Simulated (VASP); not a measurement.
Input of a VASP 6.6.1 run:

File INCAR:

```
SYSTEM = Mo
PREC     = Accurate       ! precision mode
ENCUT    = 520            ! plane-wave cutoff, eV
EDIFF    = 1E-6           ! SCF threshold, eV
ISMEAR   = -1             ! smearing method
SIGMA    = 0.1            ! smearing width, eV
LREAL    = .FALSE.        ! projectors in reciprocal space
LASPH    = .TRUE.         ! aspherical terms in the spheres
NELM     = 60             ! most SCF steps
ALGO     = Normal         ! electronic algorithm
ISIF     = 2              ! what is computed and relaxed
LWAVE    = .FALSE.        ! write WAVECAR
LCHARG   = .TRUE.         ! write CHGCAR
GGA      = CA             ! functional
LELF     = .TRUE.         ! ELF
LVHAR    = .TRUE.       
NBANDS   = 13             ! bands
```

KPOINTS

```
Automatic mesh
0
G
  14 14 14
  0 0 0
```

File POSCAR:

```
Mo
1.0
    2.5233040082      0.0000000000      0.0000000000
    0.0000000000      2.5233040082      0.0000000000
    0.0000000000      0.0000000000      2.5233040082
Mo
1
Direct
    0.0000000000      0.0000000000      0.0000000000
```

Potentials or basis: VASP PAW LDA potentials, release 64 (Mo_sv).

Command:

```bash
$ cat potpaw_LDA.64/Mo_sv/POTCAR > POTCAR
$ mpirun -np 1 vasp_std > vasp.out
```

Task: Estimate the band gap on the k mesh.

Result: Zero (band 7 reaches 13.55 eV, above the bottom of band 8 at 11.03 eV).

Task: Estimate the pressure.

Result: 9.4 GPa.
